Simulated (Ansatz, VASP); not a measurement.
As in VASP and in Ansatz

```xyz
1
Lattice="-1.5601 1.5601 1.5601 1.5601 -1.5601 1.5601 1.5601 1.5601 -1.5601" Properties=species:S:1:pos:R:3 pbc="T T T"
As    0.0000    0.0000    0.0000
```

Alike in both runs: task single point; functional PBEsol; k mesh 18 × 18 × 18; occupations fermi-dirac, width 0.08 eV; no spin polarisation.

|  | VASP | Ansatz |
| --- | --- | --- |
| version | VASP 6.6.1 | Ansatz 0.2.0 |
| potentials or method | VASP PAW PBE potentials, release 64 (As) | PAW with Ansatz's default frozen-core files, scalar-relativistic |
| plane-wave cutoff (eV) | 500 | 420 |
| valence electrons in the cell | 5 | 15 |

VASP gave:

```
gap on the k mesh at the Fermi level (eV) : none
pressure (GPa)                            : 25.4
```

Which values does Ansatz return?

gap on the k mesh at the Fermi level (eV): none; pressure (GPa): 24.6.

VASP's potentials were made for PBE, not for PBEsol. A gap of «none» marks a metal or a gap that the smearing closes. VASP's potentials hold 5 valence electrons a cell and Ansatz's 15, so a difference there can come from the potentials and not from the codes.
